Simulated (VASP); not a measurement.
Write the native input for VASP 6.6.1 that does the following.

| Property | Result |
| --- | --- |
| Task | single point |
| Functional | PBEsol |
| Dispersion | D3(BJ) |
| Potentials or basis | VASP PAW PBE potentials, release 64 (C) |
| Cutoff | 520 eV |
| k mesh | 18 × 18 × 6 |
| Occupations | gaussian, width 0.15 eV |
| Spin | no spin polarisation |
| Dipole correction | no |
| Further INCAR settings | ALGO = Normal; EDIFF = 1e-06; NBANDS = 16 |

The structure of C lies in POSCAR:

```
C
1.0
    2.4580081303     -0.0921753049      0.0000000000
   -1.3088302208      2.1747851360      0.0000000000
    0.0000000000      0.0000000000      6.2346037605
C
4
Direct
    0.0000000000      0.0000000000      0.0025000000
    0.0000000000      0.0000000000      0.5025000000
    0.3333333333      0.6666666667      0.0025000000
    0.6666666667      0.3333333333      0.5025000000
```

This cell differs from its parent crystal: engineering shear strain xy -0.0750, normal strain along z -0.0525.

These files were run (other wordings do the same):

INCAR

```
  PREC = Accurate
  ENCUT = 520
  EDIFF = 1E-6
  ISMEAR = 0
  SIGMA = 0.15
  LREAL = F
  LASPH = T
  NELM = 80
  ALGO = Normal
  ISIF = 2
  LWAVE = F
  LCHARG = T
  GGA = PS
  IVDW = 12
  LELF = T
  LVHAR = T
  NBANDS = 16
```

KPOINTS

```
Automatic mesh
0
Gamma
  18 18 6
```

Potentials or basis: VASP PAW PBE potentials, release 64 (C).

Launch:

```console
$ cat potpaw_PBE.64/C/POTCAR > POTCAR
$ mpirun -np 1 vasp_std > vasp.out
```

It gave:

```json
{
 "Pressure": "4.0 GPa",
 "Largest force": "0.999 eV/Å",
 "Dispersion energy per atom": "-0.117 eV"
}
```

Caveat: the cell differs from its parent crystal (engineering shear strain xy -0.0750, normal strain along z -0.0525); the cell stands under pressure; the PAW data sets were made with another functional, which shifts forces and pressure a little.

It took 3.8 min on 1 thread of Intel(R) Xeon(R) Platinum 8259CL CPU @ 2.50GHz (Skylake/Cascade Lake) (shared host), peak memory 0.35 GiB.
